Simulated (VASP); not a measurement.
# V (I4/mmm) in VASP: notebook

V is run at these levels: PBEsol; tasks: single point.

All numbers are computed with VASP 6.6.1; they aren't measurements. Logs are shortened: lines on timing, memory, paths and dates and some standing lists are left out, and cuts for length are marked.

## 1. The cell of the first run

The structure is tetragonal, space group I4/mmm (No. 139). The conventional cell has a = 2.981 Å, b = 2.981 Å, c = 3.026 Å, α = 90.00°, β = 90.00°, γ = 90.00°. Within 3.4 Å of V (site symmetry 4/mmm) lie 14 V at 2.59 to 3.03 Å.

## 2. Single point, PBEsol (strain -0.015 along x and y, +0.000 along z)

The input, INCAR:

```
SYSTEM = V
PREC     = Accurate       ! precision mode
ENCUT    = 520            ! plane-wave cutoff, eV
EDIFF    = 1E-7           ! SCF threshold, eV
ISMEAR   = 0              ! smearing method
SIGMA    = 0.15           ! smearing width, eV
LREAL    = .False.        ! projectors in reciprocal space
LASPH    = .True.         ! aspherical terms in the spheres
NELM     = 60             ! most SCF steps
ALGO     = Fast           ! electronic algorithm
ISIF     = 2              ! what is computed and relaxed
LWAVE    = .False.        ! write WAVECAR
LCHARG   = .False.        ! write CHGCAR
GGA      = PS             ! functional
NBANDS   = 12             ! bands
```

The input, KPOINTS:

```
regular mesh
0
Gamma
  22 22 22
  0 0 0
```

The input, POSCAR:

```
V
1.0
   -1.4903050000      1.4903050000      1.5130000000
    1.4903050000     -1.4903050000      1.5130000000
    1.4903050000      1.4903050000     -1.5130000000
V
1
Direct
    0.0000000000      0.0000000000      0.0000000000
```

Potentials or basis: VASP PAW PBE potentials, release 64 (V_sv).

Run with:

```bash
$ cat potpaw_PBE.64/V_sv/POTCAR > POTCAR
$ mpirun -np 1 vasp_std > vasp.out
```

OUTCAR:

```text
SYSTEM = V
   PREC = Accurate
   ENCUT = 520
   EDIFF = 1E-7
   ISMEAR = 0
   LREAL = .False.
   LASPH = .True.
   NELM = 60
   ISIF = 2
   GGA = PS

 ion  position               nearest neighbor table
   1  0.000  0.000  0.000-

  LATTYP: Found a body centered tetragonal cell.
 ALAT       =     2.9806100000
 C/A-ratio  =     1.0152284264

  Lattice vectors:

 A1 = (  -1.4903050000,   1.4903050000,   1.5130000000)
 A2 = (   1.4903050000,  -1.4903050000,   1.5130000000)
 A3 = (   1.4903050000,   1.4903050000,  -1.5130000000)

Analysis of symmetry for initial positions (statically):
=====================================================================
 Subroutine PRICEL returns:
 Original cell was already a primitive cell.

 Routine SETGRP: Setting up the symmetry group for a
 body centered tetragonal supercell.

 Subroutine GETGRP returns: Found 16 space group operations
 (whereof 16 operations were pure point group operations)
 out of a pool of 16 trial point group operations.

The static configuration has the point symmetry D_4h.

Analysis of symmetry for dynamics (positions and initial velocities):
=====================================================================
 Subroutine PRICEL returns:
 Original cell was already a primitive cell.

 Routine SETGRP: Setting up the symmetry group for a
 body centered tetragonal supercell.

 Subroutine GETGRP returns: Found 16 space group operations
 (whereof 16 operations were pure point group operations)
 out of a pool of 16 trial point group operations.

The dynamic configuration has the point symmetry D_4h.

 Subroutine INISYM returns: Found 16 space group operations
 (whereof 16 operations are pure point group operations),
 and found     1 'primitive' translations

----------------------------------------------------------------------------------------

                                     Primitive cell

  volume of cell :      13.4415

  direct lattice vectors                    reciprocal lattice vectors
    -1.490305000  1.490305000  1.513000000     0.000000000  0.335501793  0.330469266
     1.490305000 -1.490305000  1.513000000     0.335501793  0.000000000  0.330469266
     1.490305000  1.490305000 -1.513000000     0.335501793  0.335501793  0.000000000

  length of vectors
     2.594453119  2.594453119  2.594453119     0.470926097  0.470926097  0.474471186

  position of ions in fractional coordinates (direct lattice)
     0.000000000  0.000000000  0.000000000

  ion indices of the primitive-cell ions
   primitive index   ion index
                 1           1

----------------------------------------------------------------------------------------

 KPOINTS: regular mesh

Automatic generation of k-mesh.
 Grid dimensions read from file:
 generate k-points for:   22   22   22

 Generating k-lattice:

  Cartesian coordinates                     Fractional coordinates (reciprocal lattice)
     0.000000000  0.015250082  0.015021330     0.045454545  0.000000000  0.000000000
     0.015250082  0.000000000  0.015021330     0.000000000  0.045454545  0.000000000
     0.015250082  0.015250082  0.000000000     0.000000000  0.000000000  0.045454545

  Length of vectors
     0.021405732  0.021405732  0.021566872

  Shift w.r.t. Gamma in fractional coordinates (k-lattice)
     0.000000000  0.000000000  0.000000000

 Subroutine IBZKPT returns following result:
 ===========================================

 Found    834 irreducible k-points:

 Following reciprocal coordinates:
            Coordinates               Weight
  0.000000  0.000000  0.000000      1.000000
  0.045455  0.000000  0.000000      8.000000
  0.090909  0.000000  0.000000      8.000000
  0.136364 -0.000000  0.000000      8.000000
  0.181818  0.000000 -0.000000      8.000000
  0.227273  0.000000  0.000000      8.000000
[... 16 lines left out ...]
  0.500000  0.045455  0.000000     16.000000
 -0.454545  0.045455  0.000000     16.000000
 [... further k-points ...]
   k-points           NKPTS =    834   k-points in BZ     NKDIM =    834   number of bands    NBANDS=     12
   number of dos      NEDOS =    301   number of ions     NIONS =      1
   total plane-waves  NPLWV =   8000
   dimension x,y,z NGX =    20 NGY =   20 NGZ =   20
   dimension x,y,z NGXF=    40 NGYF=   40 NGZF=   40
   ions per type =               1
   NGX,Y,Z   is equivalent  to a cutoff of  12.82, 12.82, 12.82 a.u.
   NGXF,Y,Z  is equivalent  to a cutoff of  25.63, 25.63, 25.63 a.u.
 SYSTEM =  V
   PREC   = accura    normal or accurate (medium, high low for compatibility)
   ISTART =      0    job   : 0-new  1-cont  2-samecut
   ICHARG =      2    charge: 1-file 2-atom 10-const
   ISPIN  =      1    spin polarized calculation?
   LNONCOLLINEAR =      F non collinear calculations
   LSORBIT =      F    spin-orbit coupling
   LASPH  =      T    aspherical Exc in radial PAW
   ENCUT  =  520.0 eV  38.22 Ry    6.18 a.u.   4.82  4.82  4.82*2*pi/ulx,y,z
   NELM   =     60;   NELMIN=  2; NELMDL= -5     # of ELM steps
   EDIFF  = 0.1E-06   stopping-criterion for ELM
   LREAL  =      F    real-space projection
   EDIFFG = 0.1E-05   stopping-criterion for IOM
   NSW    =      0    number of steps for IOM
   IBRION =     -1    ionic relax: 0-MD 1-quasi-New 2-CG
   NFREE  =      0    steps in history (QN), initial steepest desc. (CG)
   ISIF   =      2    stress and relaxation
   ISYM   =      2    0-nonsym 1-usesym 2-fastsym
   POTIM  = 0.5000    time-step for ionic-motion
   TEBEG  =    0.0;   TEEND  =   0.0 temperature during run
   PSTRESS=    0.0 pullay stress
   NELECT =      13.0000    total number of electrons
   NUPDOWN=      -1.0000    fix difference up-down
   EMIN   =  10.00;   EMAX   =-10.00  energy-range for DOS
   EFERMI =   0.00;   METHOD = LEGACY
   ISMEAR =     0;   SIGMA  =   0.15  broadening in eV -4-tet -1-fermi 0-gaus
   EFERMI_NEDOS =   21; number of points for ismear=-14 and -15
   IALGO  =     68    algorithm
   IMIX   =      4    mixing-type and parameters
     AMIX     =   0.40;   BMIX     =  1.00
     AMIX_MAG =   1.60;   BMIX_MAG =  1.00
  volume/ion in A,a.u.               =      13.44        90.71
  Fermi-wavevector in a.u.,A,eV,Ry     =   1.618973  3.059415 35.661860  2.621073
  Thomas-Fermi vector in A             =   2.713149
   LORBIT       =      0    0 simple, 1 ext, 2 COOP (PROOUT), +10 PAW based schemes
   GGA     = PS    functional components
   LHFCALC =     F    Hartree Fock is set to
   AEXX    =    0.0000 exact exchange contribution
   IVDW    =     0    specifies the selected vdW correction
   LEPSILON=     F    determine dielectric tensor
   LRPA    =     F    only Hartree local field effects (RPA)
 non-spin polarized calculation
 RMM-DIIS sequential band-by-band and
 Gauss-broadening in eV      SIGMA  =   0.15
  energy-cutoff  :      520.00
  volume of cell :       13.44
 maximum number of plane-waves:       378
   NGX =  9   NGY =  9   NGZ =  9

 number of electron      12.9999991 magnetization

 Free energy of the ion-electron system (eV)
  ---------------------------------------------------
  ext. energy  EPLUGINS =         0.00000000
  ---------------------------------------------------
  free energy    TOTEN  =        -9.63312567 eV

  energy without entropy =       -9.61257879  energy(sigma->0) =       -9.62285223

 E-fermi :   9.5946     XC(G=0): -13.0693

 val. band max:        9.5941113329   @ k =   0.4545   0.3182   0.0909
 cond. band min:       9.5967996891   @ k =  -0.1818  -0.2273   0.0909
 fundamental gap:      0.0026883562
 Fermi energy:         9.5946300730

 k-point     1 :       0.0000    0.0000    0.0000
  band No.  band energies     occupation
      1     -53.8844      2.00000
      2     -27.2820      2.00000
      3     -27.2819      2.00000
      4     -27.2819      2.00000
      5       2.9850      2.00000
      6       9.9630      0.00051
      7       9.9630      0.00051
      8      10.0820      0.00000
      9      11.9405      0.00000
     10      12.0769      0.00000
     11      29.8922      0.00000
     12      30.1974      0.00000

 k-point     2 :       0.0455    0.0000    0.0000
  band No.  band energies     occupation
      1     -53.8804      2.00000
      2     -27.3014      2.00000
      3     -27.2878      2.00000
      4     -27.2820      2.00000
      5       3.0688      2.00000
      6       9.9567      0.00064
      7       9.9596      0.00058
      8      10.1097      0.00000
      9      11.9076      0.00000
     10      12.0683      0.00000
     11      29.8146      0.00000
     12      30.1751      0.00000

 k-point     3 :       0.0909    0.0000    0.0000
  band No.  band energies     occupation
      1     -53.8686      2.00000
      2     -27.3580      2.00000
      3     -27.3048      2.00000
      4     -27.2822      2.00000
      5       3.3156      2.00000
      6       9.8774      0.00768
      7       9.9300      0.00157
      8      10.2668      0.00000
      9      11.8114      0.00000
     10      12.0606      0.00000
     11      29.4397      0.00000
     12      29.9940      0.00000
[... 286 lines left out ...]
 k-point    23 :       0.5000    0.0455    0.0000
  band No.  band energies     occupation
      1     -53.6821      2.00000
      2     -28.1898      2.00000
      3     -27.5684      2.00000
      4     -27.2936      2.00000
      5       6.4507      2.00000
      6       8.5149      2.00000
      7      10.9338      0.00000
      8      11.9538      0.00000
      9      12.4690      0.00000
     10      13.8428      0.00000
     11      19.8147      0.00000
     12      25.5245      0.00000

 k-point    24 :      -0.4545    0.0455    0.0000
  band No.  band energies     occupation
      1     -53.6902      2.00000
      2     -28.1556      2.00000
      3     -27.5568      2.00000
      4     -27.2936      2.00000
      5       6.4387      2.00000
      6       8.5672      2.00000
      7      10.5901      0.00000
      8      11.9456      0.00000
      9      12.4172      0.00000
     10      13.6301      0.00000
     11      20.4201      0.00000
     12      25.7246      0.00000

 [... further k-points ...]
[... 5 lines left out ...]
  --------------------------------------------------------------------------------------
  -------------------------------------------------------------------------------------
  Total       -0.4977535     -0.4977535     -0.6559360      0.0000000      0.0000000      0.0000000
  in kB      -59.3301750    -59.3301750    -78.1848817      0.0000000      0.0000000      0.0000000
  external PRESSURE =     -65.6150772 kB  Pullay stress =       0.0000000 kB

 VOLUME and BASIS-vectors are now :
 -----------------------------------------------------------------------------
  energy-cutoff  :      520.00
  volume of cell :       13.44
      direct lattice vectors                 reciprocal lattice vectors
    -1.490305000  1.490305000  1.513000000     0.000000000  0.335501793  0.330469266
     1.490305000 -1.490305000  1.513000000     0.335501793  0.000000000  0.330469266
     1.490305000  1.490305000 -1.513000000     0.335501793  0.335501793  0.000000000

 POSITION                                       TOTAL-FORCE (eV/Angst)
 -----------------------------------------------------------------------------------
      0.00000      0.00000      0.00000         0.000000     -0.000000     -0.000000
 -----------------------------------------------------------------------------------
    total drift:                                0.000000     -0.000000     -0.000000

  FREE ENERGIE OF THE ION-ELECTRON SYSTEM (eV)
  ---------------------------------------------------
  free  energy   TOTEN  =        -9.6331256662 eV

  energy  without entropy=       -9.6125787903  energy(sigma->0) =       -9.62285223
```

Wall time 1.7 min (1 thread of AMD EPYC 7R43 (Zen 3), shared host); peak memory 0.2 GiB.

What came out:

```yaml
Free_energy: -9.6331 eV
Pressure: -6.6 GPa
```

Stress tensor (GPa, compression positive):
```
-5.93  0.00  0.00
 0.00 -5.93  0.00
 0.00  0.00 -7.82
```

Levels at points of the mesh, in eV from the Fermi level:
```csv
k point,band 5,band 6,band 7,band 8,band 9,band 10
"(0.00, 0.00, 0.00)",-6.61,0.37,0.37,0.49,2.35,2.48
"(0.50, 0.00, 0.00)",-3.20,-1.09,1.61,2.36,2.77,4.14
"(0.50, 0.50, 0.00)",-3.21,-1.24,1.73,2.51,2.82,4.16
"(0.50, 0.50, 0.50)",-3.05,-3.00,3.73,3.76,3.76,9.86
```

Caveat: the cell differs from its parent crystal (strain -0.015 along x and y, +0.000 along z); the PAW data sets were made with another functional, which shifts forces and pressure a little.

(Continued in part 2 of 3.)
